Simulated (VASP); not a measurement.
Here is a VASP 6.6.1 calculation.

INCAR

```
  PREC = Accurate
  ENCUT = 600
  EDIFF = 1E-6
  ISMEAR = 1
  SIGMA = 0.2
  LREAL = False
  LASPH = True
  NELM = 120
  ALGO = Normal
  ISIF = 2
  LWAVE = False
  LCHARG = True
  GGA = PE
  LELF = True
  LVHAR = True
  NBANDS = 11
  GGA_COMPAT = False
```

Contents of KPOINTS:

```
Automatic mesh
0
Gamma
  8 8 8
```

POSCAR

```
BN
1.0
    0.0000000000      1.7458259346      1.7458259346
    1.7458259346      0.0000000000      1.7458259346
    1.7458259346      1.7458259346      0.0000000000
B N
1 1
Direct
    0.0000000000      0.0000000000      0.0000000000
    0.5000000000      0.5000000000      0.5000000000
```

Potentials or basis: VASP PAW PBE potentials, release 64 (B, N).

Launch:

```sh
$ cat potpaw_PBE.64/B/POTCAR potpaw_PBE.64/N/POTCAR > POTCAR
$ mpirun -np 1 vasp_std > vasp.out
```

Question: Estimate the pressure.

Answer: 3.6 GPa.

Question: Predict the band gap on the k mesh.

Answer: 1.33 eV, indirect (least direct gap 5.85 eV).

A k mesh can miss the band edges.
